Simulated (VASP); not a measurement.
The system is MnS.

```xyz
2
Lattice="0.0000 2.6045 2.6045 2.6045 0.0000 2.6045 2.6045 2.6045 0.0000" Properties=species:S:1:pos:R:3 pbc="T T T"
Mn    0.0000    0.0000    0.0000
S     2.6045    2.6045    2.6045
```

Base run:

| Quantity | Value |
| --- | --- |
| Program | VASP 6.6.1 |
| Functional | r2SCAN |
| Potentials or basis | VASP PAW PBE potentials, release 64 (Mn_pv, S) |
| Cutoff | 520 eV |
| k mesh | 9 × 9 × 9 |
| Occupations | fermi-dirac, width 0.05 eV |
| Spin | collinear spin, ferromagnetic start |
| Starting moments | [4.0, 0.0] μB |

Its results: pressure 0.4 GPa; net moment 4.98 μB per cell; site moments Mn +4.50; S +0.14 μB.

Q: The run is repeated on the same cell with these changes: functional from r2SCAN to PBE-based screened hybrid with 10 % exact exchange; cutoff from 520 eV to 400 eV; k mesh from 9 × 9 × 9 to 5 × 5 × 5. What comes out?

A: Pressure -0.5 GPa; net moment 4.91 μB per cell; site moments Mn +4.44; S +0.12 μB.

Several settings changed at once.

Caveats: some runs use coarse meshes; the PAW data sets were made with another functional, which shifts forces and pressure a little; a cell with one magnetic atom can't hold antiferromagnetic order, which such compounds often take.
